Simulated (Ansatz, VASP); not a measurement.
# Si2C in VASP and in Ansatz

```
C Si
1.0
     3.21057    0.00000    0.00000
    -1.60528    2.78043    0.00000
     0.00000    0.00000    8.84520
C Si
2 4
Direct
  0.00000 0.00000 0.90765
  0.00000 0.00000 0.09235
  0.66667 0.33333 0.57103
  0.33333 0.66667 0.16466
  0.66667 0.33333 0.83534
  0.33333 0.66667 0.42897
```

Alike in both runs: task single point; functional r2SCAN; k mesh 12 × 12 × 4; occupations fermi-dirac, width 0.02 eV; no spin polarisation.

|  | VASP | Ansatz |
| --- | --- | --- |
| version | VASP 6.6.1 | Ansatz 0.2.0 |
| potentials or method | VASP PAW PBE potentials, release 64 (C, Si) | plane waves, PAW |
| plane-wave cutoff (eV) | 520 | 500 |
| valence electrons in the cell | 24 | 24 |

Ansatz gave:

* pressure (GPa): 0.0
* rms of the force components (eV/Å): 0.000

What did VASP give for the same quantities?

Pressure (GPa): -0.2; rms of the force components (eV/Å): 0.013.

VASP's potentials were made for PBE, not for r2SCAN.
